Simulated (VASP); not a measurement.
# GaO (P6_3/mmc) in VASP: further runs

The runs below take GaO through relaxation of shape and atoms at fixed volume, relaxation of cell and atoms, with PBE.

Everything below comes from runs of VASP 6.6.1. Logs are shortened: lines on timing, memory, paths and dates and some standing lists are left out, and cuts for length are marked.

### Step 1. The cell of the first run

Symmetry: P6_3/mmc, No. 194, hexagonal system. Conventional cell: a = 3.084 Å, b = 3.084 Å, c = 13.821 Å, α = 90.00°, β = 90.00°, γ = 120.00°. Within 2.5 Å of Ga (site symmetry 3m) lie 3 O at 1.92 Å and 1 Ga at 2.49 Å. O (site symmetry 3m) has 3 Ga at 1.92 Å within 2.5 Å.

### Step 2. Relaxation of shape and atoms at fixed volume, PBE (14.23 Å³/atom)

INCAR

```
SYSTEM = GaO
ALGO = Normal
EDIFF = 1E-6
EDIFFG = -0.001
ENCUT = 600
GGA = PE
IBRION = 2
ISIF = 4
ISMEAR = 0
LASPH = .True.
LCHARG = .False.
LREAL = .False.
LWAVE = .False.
NELM = 60
NSW = 80
PREC = Accurate
SIGMA = 0.01
```

KPOINTS

```
k-points
0
Gamma
  12 12 2
  0 0 0
```

POSCAR

```
GaO
1.0
    3.0838255515      0.0000000000      0.0000000000
   -1.5419127757      2.6706712685      0.0000000000
    0.0000000000      0.0000000000     13.8212127046
Ga O
4 4
Direct
    0.3333333333      0.6666666667      0.1599723233
    0.6666666667      0.3333333333      0.6599723233
    0.3333333333      0.6666666667      0.3400276767
    0.6666666667      0.3333333333      0.8400276767
    0.3333333333      0.6666666667      0.6076662279
    0.6666666667      0.3333333333      0.1076662279
    0.3333333333      0.6666666667      0.8923337721
    0.6666666667      0.3333333333      0.3923337721
```

Potentials or basis: VASP PAW PBE potentials, release 64 (Ga_d, O).

On the command line:

```console
cat potpaw_PBE.64/Ga_d/POTCAR potpaw_PBE.64/O/POTCAR > POTCAR
mpirun -np 1 vasp_std > vasp.out
```

OUTCAR:

```text
SYSTEM = GaO
   EDIFF = 1E-6
   EDIFFG = -0.001
   ENCUT = 600
   GGA = PE
   IBRION = 2
   ISIF = 4
   ISMEAR = 0
   LASPH = .True.
   LREAL = .False.
   NELM = 60
   NSW = 80
   PREC = Accurate

 ion  position               nearest neighbor table
   1  0.333  0.667  0.160-   6 1.92   6 1.92   6 1.92   3 2.49
   2  0.667  0.333  0.660-   5 1.92   5 1.92   5 1.92   4 2.49
   3  0.333  0.667  0.340-   8 1.92   8 1.92   8 1.92   1 2.49
   4  0.667  0.333  0.840-   7 1.92   7 1.92   7 1.92   2 2.49
   5  0.333  0.667  0.608-   2 1.92   2 1.92   2 1.92
   6  0.667  0.333  0.108-   1 1.92   1 1.92   1 1.92
   7  0.333  0.667  0.892-   4 1.92   4 1.92   4 1.92
   8  0.667  0.333  0.392-   3 1.92   3 1.92   3 1.92

  LATTYP: Found a hexagonal cell.
 ALAT       =     3.0838255515
 C/A-ratio  =     4.4818399983

  Lattice vectors:

 A1 = (   3.0838255515,   0.0000000000,   0.0000000000)
 A2 = (  -1.5419127757,   2.6706712685,   0.0000000000)
 A3 = (   0.0000000000,   0.0000000000,  13.8212127046)

Analysis of symmetry for initial positions (statically):
=====================================================================
 Subroutine PRICEL returns:
 Original cell was already a primitive cell.

 Routine SETGRP: Setting up the symmetry group for a
 hexagonal supercell.

 Subroutine GETGRP returns: Found 24 space group operations
 (whereof 12 operations were pure point group operations)
 out of a pool of 24 trial point group operations.

The static configuration has the point symmetry D_3d.
 The point group associated with its full space group is D_6h.

Analysis of symmetry for dynamics (positions and initial velocities):
=====================================================================
 Subroutine PRICEL returns:
 Original cell was already a primitive cell.

 Routine SETGRP: Setting up the symmetry group for a
 hexagonal supercell.

 Subroutine GETGRP returns: Found 24 space group operations
 (whereof 12 operations were pure point group operations)
 out of a pool of 24 trial point group operations.

The dynamic configuration has the point symmetry D_3d.
 The point group associated with its full space group is D_6h.

 Subroutine INISYM returns: Found 24 space group operations
 (whereof 12 operations are pure point group operations),
 and found     1 'primitive' translations

----------------------------------------------------------------------------------------

                                     Primitive cell

  volume of cell :     113.8299

  direct lattice vectors                    reciprocal lattice vectors
     3.083825551  0.000000000  0.000000000     0.324272558  0.187218849  0.000000000
    -1.541912776  2.670671269  0.000000000     0.000000000  0.374437697  0.000000000
     0.000000000  0.000000000 13.821212705     0.000000000  0.000000000  0.072352551

  length of vectors
     3.083825551  3.083825552 13.821212705     0.374437697  0.374437697  0.072352551

  position of ions in fractional coordinates (direct lattice)
     0.333333333  0.666666667  0.159972323
     0.666666667  0.333333333  0.659972323
     0.333333333  0.666666667  0.340027677
     0.666666667  0.333333333  0.840027677
     0.333333333  0.666666667  0.607666228
     0.666666667  0.333333333  0.107666228
     0.333333333  0.666666667  0.892333772
     0.666666667  0.333333333  0.392333772

  ion indices of the primitive-cell ions
   primitive index   ion index
                 1           1
                 2           2
                 3           3
                 4           4
                 5           5
                 6           6
                 7           7
                 8           8

----------------------------------------------------------------------------------------

 KPOINTS: k-points

Automatic generation of k-mesh.
 Grid dimensions read from file:
 generate k-points for:   12   12    2

 Generating k-lattice:

  Cartesian coordinates                     Fractional coordinates (reciprocal lattice)
     0.027022713  0.015601571  0.000000000     0.083333333  0.000000000  0.000000000
     0.000000000  0.031203141  0.000000000     0.000000000  0.083333333  0.000000000
     0.000000000  0.000000000  0.036176276     0.000000000  0.000000000  0.500000000

  Length of vectors
     0.031203141  0.031203141  0.036176276

  Shift w.r.t. Gamma in fractional coordinates (k-lattice)
     0.000000000  0.000000000  0.000000000

 Subroutine IBZKPT returns following result:
 ===========================================

 Found     38 irreducible k-points:

 Following reciprocal coordinates:
            Coordinates               Weight
  0.000000  0.000000  0.000000      1.000000
  0.083333  0.000000  0.000000      6.000000
  0.166667  0.000000  0.000000      6.000000
  0.250000  0.000000  0.000000      6.000000
  0.333333  0.000000  0.000000      6.000000
  0.416667 -0.000000  0.000000      6.000000
[... 16 lines left out ...]
  0.250000  0.000000  0.500000      6.000000
  0.333333  0.000000  0.500000      6.000000
 [... further k-points ...]
   k-points           NKPTS =     38   k-points in BZ     NKDIM =     38   number of bands    NBANDS=     45
   number of dos      NEDOS =    301   number of ions     NIONS =      8
   total plane-waves  NPLWV =  87808
   dimension x,y,z NGX =    28 NGY =   28 NGZ =  112
   dimension x,y,z NGXF=    56 NGYF=   56 NGZF=  224
   ions per type =               4   4
   NGX,Y,Z   is equivalent  to a cutoff of  15.09, 15.09, 13.47 a.u.
   NGXF,Y,Z  is equivalent  to a cutoff of  30.19, 30.19, 26.94 a.u.
 SYSTEM =  GaO
   PREC   = accura    normal or accurate (medium, high low for compatibility)
   ISTART =      0    job   : 0-new  1-cont  2-samecut
   ICHARG =      2    charge: 1-file 2-atom 10-const
   ISPIN  =      1    spin polarized calculation?
   LNONCOLLINEAR =      F non collinear calculations
   LSORBIT =      F    spin-orbit coupling
   LASPH  =      T    aspherical Exc in radial PAW
   ENCUT  =  600.0 eV  44.10 Ry    6.64 a.u.   6.16  6.16 27.60*2*pi/ulx,y,z
   NELM   =     60;   NELMIN=  2; NELMDL= -5     # of ELM steps
   EDIFF  = 0.1E-05   stopping-criterion for ELM
   LREAL  =      F    real-space projection
   EDIFFG = -.1E-02   stopping-criterion for IOM
   NSW    =     80    number of steps for IOM
   IBRION =      2    ionic relax: 0-MD 1-quasi-New 2-CG
   NFREE  =      1    steps in history (QN), initial steepest desc. (CG)
   ISIF   =      4    stress and relaxation
   ISYM   =      2    0-nonsym 1-usesym 2-fastsym
   POTIM  = 0.5000    time-step for ionic-motion
   TEBEG  =    0.0;   TEEND  =   0.0 temperature during run
   PSTRESS=    0.0 pullay stress
   NELECT =      76.0000    total number of electrons
   NUPDOWN=      -1.0000    fix difference up-down
   EMIN   =  10.00;   EMAX   =-10.00  energy-range for DOS
   EFERMI =   0.00;   METHOD = LEGACY
   ISMEAR =     0;   SIGMA  =   0.01  broadening in eV -4-tet -1-fermi 0-gaus
   EFERMI_NEDOS =   21; number of points for ismear=-14 and -15
   IALGO  =     38    algorithm
   IMIX   =      4    mixing-type and parameters
     AMIX     =   0.40;   BMIX     =  1.00
     AMIX_MAG =   1.60;   BMIX_MAG =  1.00
  volume/ion in A,a.u.               =      14.23        96.02
  Fermi-wavevector in a.u.,A,eV,Ry     =   1.430849  2.703913 27.855612  2.047330
  Thomas-Fermi vector in A             =   2.550650
   LORBIT       =      0    0 simple, 1 ext, 2 COOP (PROOUT), +10 PAW based schemes
   GGA     = PE    functional components
   LHFCALC =     F    Hartree Fock is set to
   AEXX    =    0.0000 exact exchange contribution
   IVDW    =     0    specifies the selected vdW correction
   LEPSILON=     F    determine dielectric tensor
   LRPA    =     F    only Hartree local field effects (RPA)
 conjugate gradient relaxation of ions
 non-spin polarized calculation
 Gauss-broadening in eV      SIGMA  =   0.01
  energy-cutoff  :      600.00
  volume of cell :      113.83
 maximum number of plane-waves:      3828
 NGX is ok and might be reduce to    28
   NGX = 13   NGY = 13   NGZ = 55

--------------------------------------- Ionic step        1  -------------------------------------------

 number of electron      75.9999984 magnetization

 Free energy of the ion-electron system (eV)
  ---------------------------------------------------
  ext. energy  EPLUGINS =         0.00000000
  ---------------------------------------------------
  free energy    TOTEN  =       -42.94120605 eV

  energy without entropy =      -42.94120605  energy(sigma->0) =      -42.94120605

------------------------ aborting loop because EDIFF is reached ----------------------------------------

  FORCE on cell =-STRESS in cart. coord.  units (eV):
  Direction    XX          YY          ZZ          XY          YZ          ZX
  --------------------------------------------------------------------------------------
  -------------------------------------------------------------------------------------
  Total        2.2901785      2.2901785      1.1329032      0.0000000     -0.0000000      0.0000000
  in kB       32.2346922     32.2346922     15.9458249      0.0000000     -0.0000000      0.0000000
  external PRESSURE =      26.8050698 kB  Pullay stress =       0.0000000 kB
[... 107 lines left out ...]
  FREE ENERGIE OF THE ION-ELECTRON SYSTEM (eV)
  ---------------------------------------------------
  free  energy   TOTEN  =       -42.9486949756 eV

  energy  without entropy=      -42.9486949756  energy(sigma->0) =      -42.94869498

[... ionic steps 4 to 11 ...]

--------------------------------------- Ionic step       12  -------------------------------------------

 number of electron      76.0000008 magnetization

------------------------ aborting loop because EDIFF is reached ----------------------------------------
[... 79 lines left out ...]
--------------------------------------- Ionic step       14  -------------------------------------------

 number of electron      76.0000008 magnetization

 Free energy of the ion-electron system (eV)
  ---------------------------------------------------
  ext. energy  EPLUGINS =         0.00000000
  ---------------------------------------------------
  free energy    TOTEN  =       -42.96513863 eV

  energy without entropy =      -42.96513863  energy(sigma->0) =      -42.96513863

 E-fermi :   2.9207     XC(G=0): -10.2642

 val. band max:        2.7863800906   @ k =   0.1667   0.0833   0.0000
 cond. band min:       3.8933073179   @ k =   0.0000   0.0000   0.0000
 fundamental gap:      1.1069272273
 Fermi energy:         2.9207252836

 k-point     1 :       0.0000    0.0000    0.0000
  band No.  band energies     occupation
      1     -15.9470      2.00000
      2     -15.8803      2.00000
      3     -15.8433      2.00000
      4     -15.7746      2.00000
      5     -10.9425      2.00000
      6     -10.9425      2.00000
[... 1141 lines left out ...]
     44      10.3033      0.00000
     45      10.5800      0.00000

 [... further k-points ...]

------------------------ aborting loop because EDIFF is reached ----------------------------------------

  FORCE on cell =-STRESS in cart. coord.  units (eV):
  Direction    XX          YY          ZZ          XY          YZ          ZX
  --------------------------------------------------------------------------------------
  -------------------------------------------------------------------------------------
  Total       -0.0110514     -0.0110514      0.0006799     -0.0000000     -0.0000000      0.0000000
  in kB       -0.1555498     -0.1555498      0.0095695     -0.0000000     -0.0000000      0.0000000
  external PRESSURE =      -0.1005101 kB  Pullay stress =       0.0000000 kB
[... 23 lines left out ...]
  FREE ENERGIE OF THE ION-ELECTRON SYSTEM (eV)
  ---------------------------------------------------
  free  energy   TOTEN  =       -42.9651386327 eV

  energy  without entropy=      -42.9651386327  energy(sigma->0) =      -42.96513863

 reached required accuracy - stopping structural energy minimisation
```

Run time: 34 min. Hardware: 1 thread of AMD EPYC 7R43 (Zen 3), shared host; peak memory 0.37 GiB.

What came out:

* Free energy: -42.9651 eV
* Energy gained by relaxing: 3.0 meV/atom
* Ionic steps: 14
* Pressure after relaxing: 0.0 GPa
* Band gap on the k mesh: 1.11 eV (least direct gap 1.21 eV)

Step by step:
```
step  energy change (eV)  largest force (eV/Å)  pressure (GPa)  volume (Å³)
   1              0.0000                0.2294            2.68       113.83
   2             -0.0072                0.2191            1.75       113.83
   3             -0.0075                0.1596            1.87       113.83
   4             -0.0127                0.1311            1.60       113.83
   5             -0.0220                0.0496            0.57       113.83
   6             -0.0142                0.1138           -1.29       113.83
   7             -0.0233                0.0348            0.06       113.83
   8             -0.0239                0.0066            0.01       113.83
   9             -0.0239                0.0048            0.00       113.83
  10             -0.0239                0.0072            0.00       113.83
  11             -0.0239                0.0136           -0.04       113.83
  12             -0.0239                0.0010            0.01       113.83
  13             -0.0239                0.0017           -0.01       113.83
  14             -0.0239                0.0009           -0.01       113.83
```

Final structure:
```yaml
crystal:
  lattice:
    - [3.11071, 0.00000, 0.00000]
    - [-1.55536, 2.69395, 0.00000]
    - [0.00000, 0.00000, 13.58333]
  atoms:
    - { symbol: Ga, position: [0.33333, 0.66667, 0.15783] }
    - { symbol: Ga, position: [0.66667, 0.33333, 0.65783] }
    - { symbol: Ga, position: [0.33333, 0.66667, 0.34217] }
    - { symbol: Ga, position: [0.66667, 0.33333, 0.84217] }
    - { symbol: O, position: [0.33333, 0.66667, 0.60432] }
    - { symbol: O, position: [0.66667, 0.33333, 0.10432] }
    - { symbol: O, position: [0.33333, 0.66667, 0.89568] }
    - { symbol: O, position: [0.66667, 0.33333, 0.39568] }
```

Levels at points of the mesh, in eV from the valence-band top:
```csv
k point,band 34,band 35,band 36,band 37,band 38,band 39,band 40,band 41,band 42,band 43
"(0.00, 0.00, 0.00)",-2.07,-2.03,-2.03,-1.18,-0.10,1.11,2.02,4.37,4.69,8.74
"(0.50, 0.00, 0.00)",-2.99,-2.41,-2.21,-0.48,-0.22,2.64,2.98,5.26,5.30,6.57
"(0.00, 0.00, 0.50)",-2.04,-2.04,-2.04,-0.68,-0.68,1.62,1.62,4.54,4.54,9.06
"(0.50, 0.00, 0.50)",-3.03,-2.30,-2.30,-0.35,-0.35,2.80,2.80,5.30,5.30,6.63
```

A k mesh can miss the band edges.

### Step 3. Relaxation of cell and atoms, PBE

This run uses another cell than the first one, of 14.05 Å³/atom.

INCAR

```
SYSTEM = GaO
PREC = Accurate
ENCUT = 600
EDIFF = 1E-6
ISMEAR = 0
SIGMA = 0.02
LREAL = .FALSE.
LASPH = .TRUE.
NELM = 100
ALGO = Normal
ISIF = 3
LWAVE = .FALSE.
LCHARG = .FALSE.
GGA = PE
IBRION = 2
NSW = 100
EDIFFG = -0.005
```

KPOINTS

```
regular mesh
0
G
  12 12 2
  0 0 0
```

POSCAR

```
GaO
1.0
    3.1071883734      0.0000000000      0.0000000000
   -1.5535941867      2.6909040657      0.0000000000
    0.0000000000      0.0000000000     13.4386504391
Ga O
4 4
Direct
    0.3333333333      0.6666666667      0.1568904598
    0.6666666667      0.3333333333      0.6568904598
    0.3333333333      0.6666666667      0.3431095402
    0.6666666667      0.3333333333      0.8431095402
    0.3333333333      0.6666666667      0.6030633211
    0.6666666667      0.3333333333      0.1030633211
    0.3333333333      0.6666666667      0.8969366789
    0.6666666667      0.3333333333      0.3969366789
```

Potentials or basis: VASP PAW PBE potentials, release 64 (Ga_d, O).

On the command line:

```console
cat potpaw_PBE.64/Ga_d/POTCAR potpaw_PBE.64/O/POTCAR > POTCAR
mpirun -np 1 vasp_std > vasp.out
```

Run time: 52 min. Hardware: 1 thread of AMD EPYC 7R13, shared host; peak memory 0.41 GiB.

Results (log left out):

| Item | Value |
| --- | --- |
| Free energy | -42.9629 eV |
| Relaxed volume | 14.21 Å³/atom |
| Relaxed cell | a = 3.110 Å, b = 3.110 Å, c = 13.569 Å, α = 90.00°, β = 90.00°, γ = 120.00° |
| Space group after relaxing (to 0.1 Å) | P6_3/mmc (No. 194) |
| Energy gained by relaxing | 0.2 meV/atom |
| Ionic steps | 26 |
| Pressure after relaxing | 0.0 GPa |
| Largest force after relaxing | 0.005 eV/Å |
| Band gap on the k mesh | 1.11 eV (least direct gap 1.21 eV) |

Forces on the atoms (eV/Å):
```
Ga   0.000  0.000 -0.005
Ga   0.000  0.000 -0.005
Ga   0.000  0.000  0.005
Ga   0.000  0.000  0.005
O    0.000  0.000  0.003
O    0.000  0.000  0.003
O    0.000  0.000 -0.003
O    0.000  0.000 -0.003
```

The path:
| step | energy change (eV) | largest force (eV/Å) | pressure (GPa) | volume (Å³) |
| --- | --- | --- | --- | --- |
| 1 | 0.0000 | 0.0470 | 0.56 | 112.36 |
| 2 | -0.0001 | 0.0656 | -0.34 | 113.16 |
| 3 | -0.0010 | 0.0104 | 0.09 | 112.76 |
| 4 | -0.0010 | 0.0158 | 0.03 | 112.79 |
| 5 | -0.0010 | 0.0125 | 0.08 | 112.78 |
| 6 | -0.0010 | 0.0077 | -0.05 | 112.89 |
| 7 | -0.0010 | 0.0083 | -0.01 | 112.87 |
| 8 | -0.0010 | 0.0083 | -0.05 | 112.88 |
| 9 | -0.0010 | 0.0075 | -0.03 | 112.87 |
| 10 | -0.0010 | 0.0098 | 0.04 | 112.85 |
| 11 | -0.0010 | 0.0100 | 0.05 | 112.85 |
| 12 | -0.0010 | 0.0097 | 0.03 | 112.86 |
| 13 | -0.0011 | 0.0127 | 0.07 | 112.86 |
| 14 | -0.0011 | 0.0165 | 0.11 | 112.88 |
| 15 | -0.0011 | 0.0241 | 0.16 | 112.92 |
| 16 | -0.0011 | 0.0222 | 0.14 | 112.93 |
| 17 | -0.0011 | 0.0224 | 0.14 | 112.94 |
| 18 | -0.0011 | 0.0212 | 0.17 | 112.97 |
| 19 | -0.0012 | 0.0187 | 0.13 | 113.04 |
| 20 | -0.0013 | 0.0130 | 0.16 | 113.17 |
| 21 | -0.0014 | 0.0036 | 0.13 | 113.43 |
| 22 | -0.0015 | 0.0230 | 0.10 | 113.94 |
| 23 | -0.0015 | 0.0145 | 0.09 | 113.77 |
| 24 | -0.0015 | 0.0067 | 0.11 | 113.60 |
| 25 | -0.0015 | 0.0063 | 0.03 | 113.65 |
| 26 | -0.0016 | 0.0048 | 0.03 | 113.66 |

Final structure:
```
CELL_PARAMETERS angstrom
3.11000 0.00000 0.00000
-1.55500 2.69334 0.00000
0.00000 0.00000 13.56932
ATOMIC_POSITIONS crystal
Ga 0.33333 0.66667 0.15775
Ga 0.66667 0.33333 0.65775
Ga 0.33333 0.66667 0.34225
Ga 0.66667 0.33333 0.84225
O 0.33333 0.66667 0.60415
O 0.66667 0.33333 0.10415
O 0.33333 0.66667 0.89585
O 0.66667 0.33333 0.39585
```

Levels at points of the mesh, in eV from the valence-band top:
| k point | band 35 | band 36 | band 37 | band 38 | band 39 | band 40 | band 41 | band 42 |
| --- | --- | --- | --- | --- | --- | --- | --- | --- |
| (0.00, 0.00, 0.00) | -2.02 | -2.02 | -1.18 | -0.10 | 1.11 | 2.02 | 4.38 | 4.70 |
| (0.50, 0.00, 0.00) | -2.41 | -2.21 | -0.49 | -0.22 | 2.63 | 2.98 | 5.27 | 5.30 |
| (0.00, 0.00, 0.50) | -2.04 | -2.04 | -0.68 | -0.68 | 1.63 | 1.63 | 4.55 | 4.55 |
| (0.50, 0.00, 0.50) | -2.30 | -2.30 | -0.35 | -0.35 | 2.80 | 2.80 | 5.31 | 5.31 |

A k mesh can miss the band edges.
